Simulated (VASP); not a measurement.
Here is a VASP 6.6.1 calculation.

Contents of INCAR:

```
PREC     = Accurate       # precision mode
ENCUT    = 520            # plane-wave cutoff, eV
EDIFF    = 1E-6           # SCF threshold, eV
ISMEAR   = 0              # smearing method
SIGMA    = 0.018000000000000002 # smearing width, eV
LREAL    = False          # projectors in reciprocal space
LASPH    = True           # aspherical terms in the spheres
NELM     = 100            # most SCF steps
ALGO     = Normal         # electronic algorithm
ISIF     = 2              # what is computed and relaxed
LWAVE    = False          # write WAVECAR
LCHARG   = False          # write CHGCAR
GGA      = PE             # functional
NBANDS   = 16             # bands
```

Contents of KPOINTS:

```
regular mesh
0
Gamma
  10 10 8
```

File POSCAR:

```
ZrB2
1.0
    3.1700000000      0.0000000000      0.0000000000
   -1.5850000000      2.7453005300      0.0000000000
    0.0000000000      0.0000000000      3.5330000000
Zr B
1 2
Direct
    0.0000000000      0.0000000000      0.0000000000
    0.6666666667      0.3333333333      0.5000000000
    0.3333333333      0.6666666667      0.5000000000
```

Potentials or basis: VASP PAW PBE potentials, release 64 (Zr_sv, B).

Command:

```console
$ cat potpaw_PBE.64/Zr_sv/POTCAR potpaw_PBE.64/B/POTCAR > POTCAR
$ mpirun -np 1 vasp_std > vasp.out
```

(1) Predict the band gap on the k mesh.

(2) What does it give for the pressure?

## Answers

(1) zero (band 9 reaches 11.10 eV, above the bottom of band 10 at 10.29 eV).

(2) 0.9 GPa.
